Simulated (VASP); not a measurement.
Set up this calculation in VASP 6.6.1, as the native input.

* Task: single point
* Functional: PBE
* Potentials or basis: VASP PAW PBE potentials, release 64 (Ti_sv)
* Cutoff: 520 eV
* k mesh: 20 × 20 × 20
* Occupations: gaussian, width 0.15 eV
* Spin: collinear spin, ferromagnetic start
* Starting moments: [0.375] μB
* Fixed moment: 0.375 μB
* Dipole correction: no
* Further INCAR settings: ALGO = Normal; EDIFF = 1e-07; NBANDS = 16

The structure of Ti lies in POSCAR:

```
Ti
1.0
    0.0000000000      1.9702256091      1.9702256091
    1.9702256091      0.0000000000      1.9702256091
    1.9702256091      1.9702256091      0.0000000000
Ti
1
Direct
    0.0000000000      0.0000000000      0.0000000000
```

The input as run:

INCAR

```
PREC = Accurate
ENCUT = 520
EDIFF = 1E-7
ISMEAR = 0
SIGMA = 0.15
LREAL = False
LASPH = True
NELM = 150
ALGO = Normal
ISIF = 2
LWAVE = False
LCHARG = False
ISPIN = 2
MAGMOM = 0.375
LORBIT = 11
NUPDOWN = 0.375
LMAXMIX = 4
GGA = PE
NBANDS = 16
```

KPOINTS

```
Automatic mesh
0
Gamma
  20 20 20
```

Potentials or basis: VASP PAW PBE potentials, release 64 (Ti_sv).

Run with:

```sh
$ cat potpaw_PBE.64/Ti_sv/POTCAR > POTCAR
$ mpirun -np 1 vasp_std > vasp.out
```

Results of the run:

The pressure is 17.2 GPa, the net moment is 0.38 μB per cell and the site moments are Ti +0.27 μB. The valence electrons inside the program's atomic spheres are Ti 10.42.

Caveat: the total moment is fixed, so each spin has its own Fermi level.

Run time: 100 s on 1 thread of Intel Xeon 6975P-C (shared host), peak memory 0.22 GiB.
